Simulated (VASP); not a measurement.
Here is a VASP 6.6.1 calculation.

Contents of INCAR:

```
SYSTEM = Hf5O9
PREC = Accurate
ENCUT = 520
EDIFF = 1E-7
ISMEAR = 0
SIGMA = 0.05
LREAL = .False.
LASPH = .True.
NELM = 60
ALGO = Normal
ISIF = 2
LWAVE = .False.
LCHARG = .False.
GGA = PS
NBANDS = 65
NELECT = 102.0
```

KPOINTS

```
Automatic mesh
0
Gamma
  4 4 4
  0 0 0
```

The input POSCAR:

```
Hf5O9
1.0
    0.0000000000      0.0000000000      5.0445920065
    5.0445920065     -2.5222960033      2.5222960033
    2.5222960033      5.0445920065      2.5222960033
Hf O
5 9
Direct
    0.8000000000      0.6000000000      0.8000000000
    1.0000000000      1.0000000000      0.0000000000
    0.2000000000      0.4000000000      0.2000000000
    0.4000000000      0.8000000000      0.4000000000
    0.6000000000      0.2000000000      0.6000000000
    0.2500000000      0.5000000000      0.5000000000
    0.4500000000      0.9000000000      0.7000000000
    0.6500000000      0.3000000000      0.9000000000
    0.8500000000      0.7000000000      0.1000000000
    0.1500000000      0.3000000000      0.9000000000
    0.3500000000      0.7000000000      0.1000000000
    0.5946022195      0.0405303740      0.2702651870
    0.7500000000      0.5000000000      0.5000000000
    0.9500000000      0.9000000000      0.7000000000
```

Potentials or basis: VASP PAW PBE potentials, release 64 (Hf_pv, O).

Command:

```sh
$ cat potpaw_PBE.64/Hf_pv/POTCAR potpaw_PBE.64/O/POTCAR > POTCAR
$ mpirun -np 1 vasp_std > vasp.out
```

**Question.** What does it give for the largest force?

**Answer.** 5.497 eV/Å.

Forces in eV/Å, atoms in the order of the input:
```
Hf   0.343  0.239  0.100
Hf  -3.330 -3.276 -1.405
Hf   2.903 -3.226  1.720
Hf  -3.145  3.134  1.631
Hf   2.504  3.145 -2.034
O   -1.570  0.317 -0.136
O   -0.084 -0.559  0.131
O    0.167  0.127 -0.182
O   -2.667  0.143  0.206
O   -0.567  1.729  0.547
O    1.604  0.515 -0.451
O    5.497 -0.003 -0.020
O   -2.084 -0.367 -0.408
O    0.428 -1.919  0.302
```

Caveat: the cell carries a net charge on a neutralising background, which shifts energy and pressure; the cell differs from its parent crystal (atoms taken out, atom 12 moved 0.000 of the way to it and -0.375 Å across, host rigid); the PAW data sets were made with another functional, which shifts forces and pressure a little.
